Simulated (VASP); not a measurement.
# B (Cmce) in VASP: relaxation of cell and atoms with PBE

Aim: the relaxation of cell and atoms of B with PBE.

Program: VASP 6.6.1. These are calculated values, not measurements. Logs are shortened: lines on timing, memory, paths and dates and some standing lists are left out, and cuts for length are marked.

### Step 1. The cell of the first run

It takes space group Cmce (No. 64, orthorhombic). Conventional cell: a = 2.944 Å, b = 5.321 Å, c = 3.263 Å, α = 90.00°, β = 90.00°, γ = 90.00°. Within 2.3 Å of B (site symmetry m) lie 7 B at 1.76 to 1.91 Å.

### Step 2. Relaxation of cell and atoms, PBE

INCAR reads:

```
SYSTEM = B
ALGO = Normal
EDIFF = 1E-7
EDIFFG = -0.01
ENCUT = 600
GGA = PE
IBRION = 2
ISIF = 3
ISMEAR = 0
LASPH = .True.
LCHARG = .False.
LREAL = .False.
LWAVE = .False.
NELM = 60
NSW = 100
PREC = Accurate
SIGMA = 0.1
```

KPOINTS reads:

```
k-points
0
Gamma
  18 18 14
  0 0 0
```

POSCAR reads:

```
B
1.0
    1.4720123987     -2.6603902359      0.0000000000
    1.4720123987      2.6603902359      0.0000000000
    0.0000000000      0.0000000000      3.2633101331
B
4
Direct
    0.6562161174      0.3437838826      0.5902350394
    0.1562161174      0.8437838826      0.9097649606
    0.3437838826      0.6562161174      0.4097649606
    0.8437838826      0.1562161174      0.0902350394
```

Potentials or basis: VASP PAW PBE potentials, release 64 (B).

Started as:

```
$ cat potpaw_PBE.64/B/POTCAR > POTCAR
$ mpirun -np 1 vasp_std > vasp.out
```

OUTCAR:

```text
SYSTEM = B
   EDIFF = 1E-7
   EDIFFG = -0.01
   ENCUT = 600
   GGA = PE
   IBRION = 2
   ISIF = 3
   ISMEAR = 0
   LASPH = .True.
   LREAL = .False.
   NELM = 60
   NSW = 100
   PREC = Accurate

 ion  position               nearest neighbor table
   1  0.656  0.344  0.590-   3 1.76   2 1.80   2 1.80   3 1.87   3 1.87   4 1.91   4 1.91
   2  0.156  0.844  0.910-   4 1.76   1 1.80   1 1.80   4 1.87   4 1.87   3 1.91   3 1.91
   3  0.344  0.656  0.410-   1 1.76   4 1.80   4 1.80   1 1.87   1 1.87   2 1.91   2 1.91
   4  0.844  0.156  0.090-   2 1.76   3 1.80   3 1.80   2 1.87   2 1.87   1 1.91   1 1.91

  LATTYP: Found a base centered orthorhombic cell.
 ALAT       =     2.9440247974
 B/A-ratio  =     1.8073151002
 C/A-ratio  =     1.1084519859

  Lattice vectors:

 A1 = (   1.4720123987,  -2.6603902359,   0.0000000000)
 A2 = (   1.4720123987,   2.6603902359,   0.0000000000)
 A3 = (   0.0000000000,   0.0000000000,   3.2633101331)

Analysis of symmetry for initial positions (statically):
=====================================================================
 Subroutine PRICEL returns:
 Original cell was already a primitive cell.

 Routine SETGRP: Setting up the symmetry group for a
 base centered orthorhombic supercell.

 Subroutine GETGRP returns: Found  8 space group operations
 (whereof  4 operations were pure point group operations)
 out of a pool of  8 trial point group operations.

The static configuration has the point symmetry C_2h.
 The point group associated with its full space group is D_2h.

Analysis of symmetry for dynamics (positions and initial velocities):
=====================================================================
 Subroutine PRICEL returns:
 Original cell was already a primitive cell.

 Routine SETGRP: Setting up the symmetry group for a
 base centered orthorhombic supercell.

 Subroutine GETGRP returns: Found  8 space group operations
 (whereof  4 operations were pure point group operations)
 out of a pool of  8 trial point group operations.

The dynamic configuration has the point symmetry C_2h.
 The point group associated with its full space group is D_2h.

 Subroutine INISYM returns: Found  8 space group operations
 (whereof  4 operations are pure point group operations),
 and found     1 'primitive' translations

----------------------------------------------------------------------------------------

                                     Primitive cell

  volume of cell :      25.5591

  direct lattice vectors                    reciprocal lattice vectors
     1.472012399 -2.660390236  0.000000000     0.339671052 -0.187942353  0.000000000
     1.472012399  2.660390236  0.000000000     0.339671052  0.187942353  0.000000000
     0.000000000  0.000000000  3.263310133     0.000000000  0.000000000  0.306437316

  length of vectors
     3.040476395  3.040476395  3.263310133     0.388199371  0.388199371  0.306437316

  position of ions in fractional coordinates (direct lattice)
     0.656216117  0.343783883  0.590235039
     0.156216117  0.843783883  0.909764961
     0.343783883  0.656216117  0.409764961
     0.843783883  0.156216117  0.090235039

  ion indices of the primitive-cell ions
   primitive index   ion index
                 1           1
                 2           2
                 3           3
                 4           4

----------------------------------------------------------------------------------------

 KPOINTS: k-points

Automatic generation of k-mesh.
 Grid dimensions read from file:
 generate k-points for:   18   18   14

 Generating k-lattice:

  Cartesian coordinates                     Fractional coordinates (reciprocal lattice)
     0.018870614 -0.010441242  0.000000000     0.055555556 -0.000000000  0.000000000
     0.018870614  0.010441242  0.000000000    -0.000000000  0.055555556  0.000000000
     0.000000000  0.000000000  0.021888380     0.000000000  0.000000000  0.071428571

  Length of vectors
     0.021566632  0.021566632  0.021888380

  Shift w.r.t. Gamma in fractional coordinates (k-lattice)
     0.000000000  0.000000000  0.000000000

 Subroutine IBZKPT returns following result:
 ===========================================

 Found    728 irreducible k-points:

 Following reciprocal coordinates:
            Coordinates               Weight
  0.000000  0.000000  0.000000      1.000000
  0.055556  0.000000  0.000000      4.000000
  0.111111  0.000000  0.000000      4.000000
  0.166667  0.000000  0.000000      4.000000
  0.222222  0.000000  0.000000      4.000000
  0.277778  0.000000  0.000000      4.000000
[... 16 lines left out ...]
 -0.277778  0.055556  0.000000      4.000000
 -0.222222  0.055556  0.000000      4.000000
 [... further k-points ...]
   k-points           NKPTS =    728   k-points in BZ     NKDIM =    728   number of bands    NBANDS=     10
   number of dos      NEDOS =    301   number of ions     NIONS =      4
   total plane-waves  NPLWV =  16128
   dimension x,y,z NGX =    24 NGY =   24 NGZ =   28
   dimension x,y,z NGXF=    48 NGYF=   48 NGZF=   56
   ions per type =               4
   NGX,Y,Z   is equivalent  to a cutoff of  13.12, 13.12, 14.26 a.u.
   NGXF,Y,Z  is equivalent  to a cutoff of  26.25, 26.25, 28.53 a.u.
 SYSTEM =  B
   PREC   = accura    normal or accurate (medium, high low for compatibility)
   ISTART =      0    job   : 0-new  1-cont  2-samecut
   ICHARG =      2    charge: 1-file 2-atom 10-const
   ISPIN  =      1    spin polarized calculation?
   LNONCOLLINEAR =      F non collinear calculations
   LSORBIT =      F    spin-orbit coupling
   LASPH  =      T    aspherical Exc in radial PAW
   ENCUT  =  600.0 eV  44.10 Ry    6.64 a.u.   6.07  6.07  6.52*2*pi/ulx,y,z
   NELM   =     60;   NELMIN=  2; NELMDL= -5     # of ELM steps
   EDIFF  = 0.1E-06   stopping-criterion for ELM
   LREAL  =      F    real-space projection
   EDIFFG = -.1E-01   stopping-criterion for IOM
   NSW    =    100    number of steps for IOM
   IBRION =      2    ionic relax: 0-MD 1-quasi-New 2-CG
   NFREE  =      1    steps in history (QN), initial steepest desc. (CG)
   ISIF   =      3    stress and relaxation
   ISYM   =      2    0-nonsym 1-usesym 2-fastsym
   POTIM  = 0.5000    time-step for ionic-motion
   TEBEG  =    0.0;   TEEND  =   0.0 temperature during run
   PSTRESS=    0.0 pullay stress
   NELECT =      12.0000    total number of electrons
   NUPDOWN=      -1.0000    fix difference up-down
   EMIN   =  10.00;   EMAX   =-10.00  energy-range for DOS
   EFERMI =   0.00;   METHOD = LEGACY
   ISMEAR =     0;   SIGMA  =   0.10  broadening in eV -4-tet -1-fermi 0-gaus
   EFERMI_NEDOS =   21; number of points for ismear=-14 and -15
   IALGO  =     38    algorithm
   IMIX   =      4    mixing-type and parameters
     AMIX     =   0.40;   BMIX     =  1.00
     AMIX_MAG =   1.60;   BMIX_MAG =  1.00
  volume/ion in A,a.u.               =       6.39        43.12
  Fermi-wavevector in a.u.,A,eV,Ry     =   1.272390  2.404468 22.027505  1.618976
  Thomas-Fermi vector in A             =   2.405271
   LORBIT       =      0    0 simple, 1 ext, 2 COOP (PROOUT), +10 PAW based schemes
   GGA     = PE    functional components
   LHFCALC =     F    Hartree Fock is set to
   AEXX    =    0.0000 exact exchange contribution
   IVDW    =     0    specifies the selected vdW correction
   LEPSILON=     F    determine dielectric tensor
   LRPA    =     F    only Hartree local field effects (RPA)
 conjugate gradient relaxation of ions
 non-spin polarized calculation
 Gauss-broadening in eV      SIGMA  =   0.10
  energy-cutoff  :      600.00
  volume of cell :       25.56
 maximum number of plane-waves:       870
   NGX = 13   NGY = 13   NGZ = 13

--------------------------------------- Ionic step        1  -------------------------------------------

 number of electron      12.0000000 magnetization

 Free energy of the ion-electron system (eV)
  ---------------------------------------------------
  ext. energy  EPLUGINS =         0.00000000
  ---------------------------------------------------
  free energy    TOTEN  =       -25.73134113 eV

  energy without entropy =      -25.73033287  energy(sigma->0) =      -25.73083700

------------------------ aborting loop because EDIFF is reached ----------------------------------------

  FORCE on cell =-STRESS in cart. coord.  units (eV):
  Direction    XX          YY          ZZ          XY          YZ          ZX
  --------------------------------------------------------------------------------------
  -------------------------------------------------------------------------------------
  Total       -0.1367558      0.0139350     -0.0522341      0.0000000      0.0000000      0.0000000
  in kB       -8.5725748      0.8735198     -3.2743061      0.0000000      0.0000000      0.0000000
  external PRESSURE =      -3.6577870 kB  Pullay stress =       0.0000000 kB
[... 99 lines left out ...]
  energy  without entropy=      -25.7306845720  energy(sigma->0) =      -25.73117980

--------------------------------------- Ionic step        4  -------------------------------------------

 number of electron      12.0000000 magnetization

 Free energy of the ion-electron system (eV)
  ---------------------------------------------------
  ext. energy  EPLUGINS =         0.00000000
  ---------------------------------------------------
  free energy    TOTEN  =       -25.73170641 eV

  energy without entropy =      -25.73069907  energy(sigma->0) =      -25.73120274

 E-fermi :   8.7935     XC(G=0): -12.4307

 val. band max:        8.7889601927   @ k =  -0.1667   0.1667   0.1429
 cond. band min:       8.7946582567   @ k =   0.4444   0.3889   0.0000
 fundamental gap:      0.0056980640
 Fermi energy:         8.7935094860

 k-point     1 :       0.0000    0.0000    0.0000
  band No.  band energies     occupation
      1      -8.9817      2.00000
      2       0.9115      2.00000
      3       2.9077      2.00000
      4       4.2462      2.00000
      5       5.2936      2.00000
      6       9.3372      0.00000
      7       9.6847      0.00000
      8      11.2914      0.00000
      9      11.4394      0.00000
     10      15.7659      0.00000
[... 287 lines left out ...]
 k-point    24 :      -0.2222    0.0556    0.0000
  band No.  band energies     occupation
      1      -8.2963      2.00000
      2       1.4697      2.00000
      3       1.7096      2.00000
      4       3.3154      2.00000
      5       3.6093      2.00000
      6       6.8900      2.00000
      7      12.4394      0.00000
      8      12.9456      0.00000
      9      13.4061      0.00000
     10      14.0898      0.00000

 [... further k-points ...]

------------------------ aborting loop because EDIFF is reached ----------------------------------------

  FORCE on cell =-STRESS in cart. coord.  units (eV):
  Direction    XX          YY          ZZ          XY          YZ          ZX
  --------------------------------------------------------------------------------------
  -------------------------------------------------------------------------------------
  Total        0.0031250     -0.0166305      0.0137422      0.0000000      0.0000000      0.0000000
  in kB        0.1961352     -1.0437915      0.8625108      0.0000000      0.0000000      0.0000000
  external PRESSURE =       0.0049515 kB  Pullay stress =       0.0000000 kB
[... 19 lines left out ...]
  FREE ENERGIE OF THE ION-ELECTRON SYSTEM (eV)
  ---------------------------------------------------
  free  energy   TOTEN  =       -25.7317064080 eV

  energy  without entropy=      -25.7306990666  energy(sigma->0) =      -25.73120274

 reached required accuracy - stopping structural energy minimisation
```

Run time: 2 min. Hardware: 1 thread of Intel Xeon 6975P-C (Granite Rapids), shared host; peak memory 0.29 GiB.

Results:

- Free energy: -25.7317 eV
- Relaxed volume: 6.38 Å³/atom
- Relaxed cell: a = 3.041 Å, b = 3.041 Å, c = 3.262 Å, α = 90.00°, β = 90.00°, γ = 122.21°
- Space group after relaxing (to 0.1 Å): Cmce (No. 64)
- Energy gained by relaxing: 0.1 meV/atom
- Ionic steps: 4
- Pressure after relaxing: 0.0 GPa
- Band gap on the k mesh: zero (bands 6 and 7 overlap by 1.19 eV)

The path:
```
step  energy change (eV)  largest force (eV/Å)  pressure (GPa)  volume (Å³)
   1              0.0000                0.0598           -0.37        25.56
   2             -0.0003                0.0362            0.27        25.51
   3             -0.0003                0.0084            0.07        25.52
   4             -0.0004                0.0015            0.00        25.53
```

Final structure:
```cif
data_structure
_symmetry_space_group_name_H-M 'P 1'
_symmetry_Int_Tables_number 1
_cell_length_a 3.0411
_cell_length_b 3.0411
_cell_length_c 3.2624
_cell_angle_alpha 90.000
_cell_angle_beta 90.000
_cell_angle_gamma 122.211
_cell_volume 25.53
loop_
_atom_site_label
_atom_site_type_symbol
_atom_site_fract_x
_atom_site_fract_y
_atom_site_fract_z
_atom_site_occupancy
B1 B 0.65587 0.34413 0.59001 1
B2 B 0.15587 0.84413 0.90999 1
B3 B 0.34413 0.65587 0.40999 1
B4 B 0.84413 0.15587 0.09000 1
```
